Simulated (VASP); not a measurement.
Here is a VASP 6.6.1 calculation.

Contents of INCAR:

```
ALGO = Fast ; EDIFF = 1E-6
ENCUT = 520 ; GGA = PE
ISIF = 2 ; ISMEAR = 0
LASPH = True ; LCHARG = True
LELF = True ; LREAL = False
LVHAR = True ; LWAVE = False
NBANDS = 18 ; NELM = 60
PREC = Accurate ; SIGMA = 0.15
```

KPOINTS

```
k-points
0
Gamma
  24 24 24
```

Contents of POSCAR:

```
Au
1.0
    0.0000000000     -2.0790388404     -2.0790388404
   -2.0790388404      0.0000000000     -2.0790388404
    2.0790388404      2.0790388404     -4.1580776809
Au
2
Direct
    0.4861149715      0.4861149715      0.5416550854
    0.0138850285      0.0138850285     -0.0416550854
```

Potentials or basis: VASP PAW PBE potentials, release 64 (Au).

Command:

```console
$ cat potpaw_PBE.64/Au/POTCAR > POTCAR
$ mpirun -np 1 vasp_std > vasp.out
```

(1) Estimate the band gap on the k mesh.

(2) What does it give for the pressure?

(3) Estimate the largest force.

## Answers

(1) zero (bands 11 and 12 overlap by 5.09 eV).

(2) 13.9 GPa.

(3) 3.614 eV/Å.

Caveat: the cell differs from its parent crystal (atoms displaced along a vibrational mode); the cell stands under pressure; spin-orbit coupling is left out, which moves the levels of the heavy elements; forces of over 1 eV/Å act on the atoms, so gaps and moduli don't describe the material at rest.
